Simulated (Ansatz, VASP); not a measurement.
## NaCl: VASP beside Ansatz

```
Na Cl
1.0
     0.00000    2.84591    2.83175
     2.83175    0.00000    2.83175
     2.83175    2.84591    0.00000
Na Cl
1 1
Direct
  0.00000 0.00000 0.00000
  0.50000 0.50000 0.50000
```

Change from the starting cell: strain +0.0050 x Voigt [0, 1, 0, 0, 0, 0], atoms carried along.

Alike in both runs: task single point; functional PBE; k mesh 8 × 8 × 8; occupations gaussian, width 0.05 eV; no spin polarisation.

|  | VASP | Ansatz |
| --- | --- | --- |
| version | VASP 6.6.1 | Ansatz 0.2.0 |
| potentials or method | VASP PAW PBE potentials, release 64 (Na_pv, Cl), cutoff 520 eV | scalar-relativistic, plane waves, PAW |
| valence electrons in the cell | 14 | 16 |

|  | VASP | Ansatz | Ansatz less VASP |
| --- | --- | --- | --- |
| gap on the k mesh at the Fermi level (eV) | 5.04 | 5.04 | 0.000 |
| least direct gap on the mesh (eV) | 5.04 | 5.04 | 0.000 |
| pressure (GPa) | 0.3 | 0.3 | +0.03 |
| traceless stress, the component that is largest in VASP (GPa) | -0.13 | -0.13 | +0.001 |

With one functional, cell and mesh, what is left measures potentials, basis and numerics. VASP's potentials hold 14 valence electrons a cell and Ansatz's 16, so a difference there can come from the potentials and not from the codes.
